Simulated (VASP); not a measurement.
# Ga (I4/mmm) in VASP: a series of runs, part 2 of 2

VASP 6.6.1.

**3. Relaxation of cell and atoms, PBE**

INCAR

```
SYSTEM = Ga
ALGO = Normal ; EDIFF = 1E-6
EDIFFG = -0.04 ; ENCUT = 600
GGA = PE ; IBRION = 2
ISIF = 3 ; ISMEAR = 0
LASPH = .True. ; LCHARG = .False.
LREAL = .False. ; LWAVE = .False.
NELM = 80 ; NSW = 90
PREC = Accurate ; SIGMA = 0.1
```

KPOINTS

```
k-points
0
Gamma
  8 8 8
  0 0 0
```

POSCAR

```
Ga
1.0
   -1.7434514600      1.7434514600      3.0035069100
    1.7434514600     -1.7434514600      3.0035069100
    1.7434514600      1.7434514600     -3.0035069100
Ga
2
Direct
    0.2919075800      0.2919075800      0.0000000000
    0.7080924200      0.7080924200      0.0000000000
```

Potentials or basis: VASP PAW PBE potentials, release 64 (Ga_d).

Run with:

```bash
$ cat potpaw_PBE.64/Ga_d/POTCAR > POTCAR
$ mpirun -np 1 vasp_std > vasp.out
```

OUTCAR:

```text
SYSTEM = Ga
   EDIFF = 1E-6
   EDIFFG = -0.04
   ENCUT = 600
   GGA = PE
   IBRION = 2
   ISIF = 3
   ISMEAR = 0
   LASPH = .True.
   LREAL = .False.
   NELM = 80
   NSW = 90
   PREC = Accurate

 ion  position               nearest neighbor table
   1  0.292  0.292  0.000-   2 2.50   2 2.52   2 2.52   2 2.52   2 2.52
   2  0.708  0.708  0.000-   1 2.50   1 2.52   1 2.52   1 2.52   1 2.52

  LATTYP: Found a body centered tetragonal cell.
 ALAT       =     3.4869029200
 C/A-ratio  =     1.7227361810

  Lattice vectors:

 A1 = (  -1.7434514600,   1.7434514600,   3.0035069100)
 A2 = (   1.7434514600,  -1.7434514600,   3.0035069100)
 A3 = (   1.7434514600,   1.7434514600,  -3.0035069100)

Analysis of symmetry for initial positions (statically):
=====================================================================
 Subroutine PRICEL returns:
 Original cell was already a primitive cell.

 Routine SETGRP: Setting up the symmetry group for a
 body centered tetragonal supercell.

 Subroutine GETGRP returns: Found 16 space group operations
 (whereof 16 operations were pure point group operations)
 out of a pool of 16 trial point group operations.

The static configuration has the point symmetry D_4h.

Analysis of symmetry for dynamics (positions and initial velocities):
=====================================================================
 Subroutine PRICEL returns:
 Original cell was already a primitive cell.

 Routine SETGRP: Setting up the symmetry group for a
 body centered tetragonal supercell.

 Subroutine GETGRP returns: Found 16 space group operations
 (whereof 16 operations were pure point group operations)
 out of a pool of 16 trial point group operations.

The dynamic configuration has the point symmetry D_4h.

 Subroutine INISYM returns: Found 16 space group operations
 (whereof 16 operations are pure point group operations),
 and found     1 'primitive' translations

----------------------------------------------------------------------------------------

                                     Primitive cell

  volume of cell :      36.5181

  direct lattice vectors                    reciprocal lattice vectors
    -1.743451460  1.743451460  3.003506910     0.000000000  0.286787451  0.166472066
     1.743451460 -1.743451460  3.003506910     0.286787451  0.000000000  0.166472066
     1.743451460  1.743451460 -3.003506910     0.286787451  0.286787451  0.000000000

  length of vectors
     3.885910414  3.885910414  3.885910414     0.331602157  0.331602157  0.405578703

  position of ions in fractional coordinates (direct lattice)
     0.291907580  0.291907580  0.000000000
     0.708092420  0.708092420  0.000000000

  ion indices of the primitive-cell ions
   primitive index   ion index
                 1           1
                 2           2

----------------------------------------------------------------------------------------

 KPOINTS: k-points

[... 57 lines left out ...]
 SYSTEM =  Ga
   PREC   = accura    normal or accurate (medium, high low for compatibility)
   ISTART =      0    job   : 0-new  1-cont  2-samecut
   ICHARG =      2    charge: 1-file 2-atom 10-const
   ISPIN  =      1    spin polarized calculation?
   LNONCOLLINEAR =      F non collinear calculations
   LSORBIT =      F    spin-orbit coupling
   LASPH  =      T    aspherical Exc in radial PAW
   ENCUT  =  600.0 eV  44.10 Ry    6.64 a.u.   7.76  7.76  7.76*2*pi/ulx,y,z
   NELM   =     80;   NELMIN=  2; NELMDL= -5     # of ELM steps
   EDIFF  = 0.1E-05   stopping-criterion for ELM
   LREAL  =      F    real-space projection
   EDIFFG = -.4E-01   stopping-criterion for IOM
   NSW    =     90    number of steps for IOM
   IBRION =      2    ionic relax: 0-MD 1-quasi-New 2-CG
   NFREE  =      1    steps in history (QN), initial steepest desc. (CG)
   ISIF   =      3    stress and relaxation
   ISYM   =      2    0-nonsym 1-usesym 2-fastsym
   POTIM  = 0.5000    time-step for ionic-motion
   TEBEG  =    0.0;   TEEND  =   0.0 temperature during run
   PSTRESS=    0.0 pullay stress
   NELECT =      26.0000    total number of electrons
   NUPDOWN=      -1.0000    fix difference up-down
   EMIN   =  10.00;   EMAX   =-10.00  energy-range for DOS
   EFERMI =   0.00;   METHOD = LEGACY
   ISMEAR =     0;   SIGMA  =   0.10  broadening in eV -4-tet -1-fermi 0-gaus
   EFERMI_NEDOS =   21; number of points for ismear=-14 and -15
   IALGO  =     38    algorithm
   IMIX   =      4    mixing-type and parameters
     AMIX     =   0.40;   BMIX     =  1.00
     AMIX_MAG =   1.60;   BMIX_MAG =  1.00
  volume/ion in A,a.u.               =      18.26       123.22
  Fermi-wavevector in a.u.,A,eV,Ry     =   1.461829  2.762456 29.074878  2.136943
  Thomas-Fermi vector in A             =   2.578114
   LORBIT       =      0    0 simple, 1 ext, 2 COOP (PROOUT), +10 PAW based schemes
   GGA     = PE    functional components
   LHFCALC =     F    Hartree Fock is set to
   AEXX    =    0.0000 exact exchange contribution
   IVDW    =     0    specifies the selected vdW correction
   LEPSILON=     F    determine dielectric tensor
   LRPA    =     F    only Hartree local field effects (RPA)
 conjugate gradient relaxation of ions
 non-spin polarized calculation
 Gauss-broadening in eV      SIGMA  =   0.10
  energy-cutoff  :      600.00
  volume of cell :       36.52
 maximum number of plane-waves:      1231
   NGX = 15   NGY = 15   NGZ = 15

--------------------------------------- Ionic step        1  -------------------------------------------

 number of electron      26.0000003 magnetization

 Free energy of the ion-electron system (eV)
  ---------------------------------------------------
  ext. energy  EPLUGINS =         0.00000000
  ---------------------------------------------------
  free energy    TOTEN  =        -5.29821544 eV

  energy without entropy =       -5.29400931  energy(sigma->0) =       -5.29611238

------------------------ aborting loop because EDIFF is reached ----------------------------------------

  FORCE on cell =-STRESS in cart. coord.  units (eV):
  Direction    XX          YY          ZZ          XY          YZ          ZX
  --------------------------------------------------------------------------------------
  -------------------------------------------------------------------------------------
  Total        3.3010204      3.3010204      1.1505047      0.0000000      0.0000000      0.0000000
  in kB      144.8273031    144.8273031     50.4766644      0.0000000      0.0000000      0.0000000
  external PRESSURE =     113.3770902 kB  Pullay stress =       0.0000000 kB
[... 89 lines left out ...]
  FREE ENERGIE OF THE ION-ELECTRON SYSTEM (eV)
  ---------------------------------------------------
  free  energy   TOTEN  =        -5.5104842035 eV

  energy  without entropy=       -5.5066022343  energy(sigma->0) =       -5.50854322

[... ionic steps 4 to 19 ...]

--------------------------------------- Ionic step       20  -------------------------------------------

 number of electron      26.0000012 magnetization

------------------------ aborting loop because EDIFF is reached ----------------------------------------
[... 67 lines left out ...]
--------------------------------------- Ionic step       22  -------------------------------------------

 number of electron      26.0000011 magnetization

 Free energy of the ion-electron system (eV)
  ---------------------------------------------------
  ext. energy  EPLUGINS =         0.00000000
  ---------------------------------------------------
  free energy    TOTEN  =        -5.66922636 eV

  energy without entropy =       -5.66741824  energy(sigma->0) =       -5.66832230

 E-fermi :   4.8532     XC(G=0): -10.6272

 val. band max:        4.8357427634   @ k =   0.3750   0.3750   0.0000
 cond. band min:       4.9820882028   @ k =  -0.2500  -0.3750   0.2500
 fundamental gap:      0.1463454394
 Fermi energy:         4.8531681354

 k-point     1 :       0.0000    0.0000    0.0000
  band No.  band energies     occupation
      1     -10.3716      2.00000
      2     -10.3712      2.00000
      3     -10.1958      2.00000
      4     -10.1958      2.00000
      5     -10.1956      2.00000
      6      -9.8606      2.00000
[... 457 lines left out ...]
      4     -10.0944      2.00000
      5     -10.0034      2.00000
      6     -10.0034      2.00000
[... 9 lines left out ...]
     16       9.3061      0.00000
     17      14.2215      0.00000

 [... further k-points ...]

------------------------ aborting loop because EDIFF is reached ----------------------------------------

  FORCE on cell =-STRESS in cart. coord.  units (eV):
  Direction    XX          YY          ZZ          XY          YZ          ZX
  --------------------------------------------------------------------------------------
  -------------------------------------------------------------------------------------
  Total        0.0023018      0.0023018      0.0022122      0.0000000     -0.0000000      0.0000000
  in kB        0.0917871      0.0917871      0.0882141      0.0000000     -0.0000000      0.0000000
  external PRESSURE =       0.0905961 kB  Pullay stress =       0.0000000 kB
[... 17 lines left out ...]
  FREE ENERGIE OF THE ION-ELECTRON SYSTEM (eV)
  ---------------------------------------------------
  free  energy   TOTEN  =        -5.6692263625 eV

  energy  without entropy=       -5.6674182368  energy(sigma->0) =       -5.66832230

 reached required accuracy - stopping structural energy minimisation
```

OSZICAR:

```text
N       E                     dE             d eps       ncg     rms          rms(c)
DAV:   1     0.121286053380E+03    0.12129E+03   -0.15343E+04  2070   0.319E+03
DAV:   2     0.248113234065E+01   -0.11880E+03   -0.11734E+03  2189   0.393E+02
DAV:   3    -0.524298521844E+01   -0.77241E+01   -0.76831E+01  2249   0.959E+01
DAV:   4    -0.534972562561E+01   -0.10674E+00   -0.10666E+00  2487   0.119E+01
[... 184 lines left out ...]
DAV:   2    -0.566999068000E+01    0.19843E-02   -0.39196E-03  2427   0.103E+00    0.157E-01
DAV:   3    -0.566924070148E+01    0.74998E-03   -0.10736E-03  2732   0.423E-01    0.294E-02
DAV:   4    -0.566922707272E+01    0.13629E-04   -0.17697E-04  2091   0.138E-01    0.860E-03
DAV:   5    -0.566922666611E+01    0.40661E-06   -0.12664E-05  2540   0.463E-02    0.250E-03
DAV:   6    -0.566922636250E+01    0.30361E-06   -0.13846E-06  1158   0.204E-02
  22 F= -.56692264E+01 E0= -.56683223E+01  d E =-.192718E-03
```

It took 6.3 min on 1 thread of Intel Xeon Platinum 8259CL at 2.50GHz (Skylake/Cascade Lake), shared host; peak memory 0.21 GiB.

What came out:

| Property | Result |
| --- | --- |
| Free energy | -5.6692 eV |
| Relaxed volume | 20.09 Å³/atom |
| Relaxed cell | a = 3.844 Å, b = 3.844 Å, c = 3.844 Å, α = 120.00°, β = 120.00°, γ = 90.00° |
| Space group after relaxing (to 0.1 Å) | Pm-3m (No. 221) |
| Energy gained by relaxing | 185.5 meV/atom |
| Ionic steps | 22 |
| Pressure after relaxing | 0.0 GPa |
| Band gap on the k mesh | zero (bands 13 and 14 overlap by 6.30 eV) |

Forces on the atoms (eV/Å):
```
Ga   0.000  0.000  0.003
Ga   0.000  0.000 -0.003
```

Step by step:
```csv
step,energy change (eV),largest force (eV/Å),pressure (GPa),volume (Å³)
1,0.0000,0.1022,11.34,36.52
2,-0.2082,0.2566,-0.97,43.75
3,-0.2123,0.2469,0.06,42.68
4,-0.2122,0.2467,-0.33,42.80
5,-0.2171,0.1765,-0.26,42.89
6,-0.2215,0.0879,-0.50,43.04
7,-0.2214,0.0082,-0.91,43.34
8,-0.2242,0.0022,-0.90,43.26
9,-0.2345,0.0081,-0.84,43.01
10,-0.2576,0.0337,-0.70,42.52
11,-0.3141,0.0743,-0.65,41.51
12,-0.2936,0.7947,2.04,39.36
13,-0.3388,0.0320,-0.58,40.99
14,-0.3579,0.1920,0.29,40.09
15,-0.3570,0.0807,-0.09,40.36
16,-0.3585,0.1308,0.13,40.22
17,-0.3667,0.1438,-0.28,40.35
18,-0.3667,0.1445,-0.14,40.35
19,-0.3694,0.0873,-0.05,40.24
20,-0.3708,0.0053,0.14,40.09
21,-0.3709,0.0008,-0.14,40.26
22,-0.3710,0.0026,0.01,40.18
```

Final structure:
```
CELL_PARAMETERS angstrom
-1.92225 1.92225 2.71842
1.92225 -1.92225 2.71842
1.92225 1.92225 -2.71842
ATOMIC_POSITIONS crystal
Ga 0.24992 0.24992 0.00000
Ga 0.75008 0.75008 0.00000
```

The gap in the log of VASP goes by the Fermi energy; the results here count the filled bands.